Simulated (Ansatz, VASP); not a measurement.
**Two plane-wave programs on CdS**

Contents of INCAR:

```
PREC     = Accurate       # precision mode
ENCUT    = 520            # plane-wave cutoff, eV
EDIFF    = 1E-6           # SCF threshold, eV
ISMEAR   = 0              # smearing method
SIGMA    = 0.1            # smearing width, eV
LREAL    = F              # projectors in reciprocal space
LASPH    = T              # aspherical terms in the spheres
NELM     = 80             # most SCF steps
ALGO     = Normal         # electronic algorithm
ISIF     = 2              # what is computed and relaxed
LWAVE    = F              # write WAVECAR
LCHARG   = F              # write CHGCAR
GGA      = PE             # functional
NBANDS   = 46             # bands
```

File KPOINTS:

```
regular mesh
0
Gamma
  4 2 2
```

Contents of POSCAR:

```
CdS
1.0
    0.0000000000      2.9631291161      2.9631291161
    5.9262582322      2.9631291161     -2.9631291161
   -5.9262582322      2.9631291161     -2.9631291161
Cd S
4 4
Direct
    0.0000000000      0.0000000000      1.0000000000
    0.5000000000      0.5000000000      0.0000000000
    0.5000000000      1.0000000000      0.5000000000
    0.0000000000      0.5000000000      0.5000000000
    0.5000000000      0.1250000000      0.8750000000
    0.0000000000      0.6250000000      0.8750000000
    0.0000000000      0.1250000000      0.3750000000
    0.5000000000      0.6250000000      0.3750000000
```

Input for Ansatz:

```yaml
crystal:
  lattice:
    - [0.0, 2.9631291161, 2.9631291161]
    - [5.9262582322, 2.9631291161, -2.9631291161]
    - [-5.9262582322, 2.9631291161, -2.9631291161]
  atoms:
    - { symbol: Cd, position: [0.0, 0.0, 1.0] }
    - { symbol: Cd, position: [0.5, 0.5, 0.0] }
    - { symbol: Cd, position: [0.5, 1.0, 0.5] }
    - { symbol: Cd, position: [0.0, 0.5, 0.5] }
    - { symbol: S, position: [0.5, 0.125, 0.875] }
    - { symbol: S, position: [0.0, 0.625, 0.875] }
    - { symbol: S, position: [0.0, 0.125, 0.375] }
    - { symbol: S, position: [0.5, 0.625, 0.375] }
basis:
  ecutwfc: 420
kpoints:
  mp_grid: { grid: [4, 2, 2] }
hamiltonian:
  xc: pbe
scf:
  occupations: { method: gaussian, width: 0.1 }
  lower_state_search: "off"
output:
  forces: true
  stress: true
  eigenvalues: true
```

Alike in both runs: task single point; functional PBE; k mesh 4 × 2 × 2; occupations gaussian, width 0.1 eV; no spin polarisation.

|  | VASP | Ansatz |
| --- | --- | --- |
| version | VASP 6.6.1 | Ansatz 0.2.0 |
| potentials or method | VASP PAW PBE potentials, release 64 (Cd, S), cutoff 520 eV | scalar-relativistic, plane waves, PAW |
| valence electrons in the cell | 72 | 104 |

```csv
,VASP,Ansatz,Ansatz less VASP
gap on the k mesh at the Fermi level (eV),1.04,1.03,-0.002
least direct gap on the mesh (eV),1.04,1.03,-0.002
```

VASP's potentials hold 72 valence electrons a cell and Ansatz's 104, so a difference there can come from the potentials and not from the codes.

The k mesh is coarse, so the values compare programs but aren't converged.
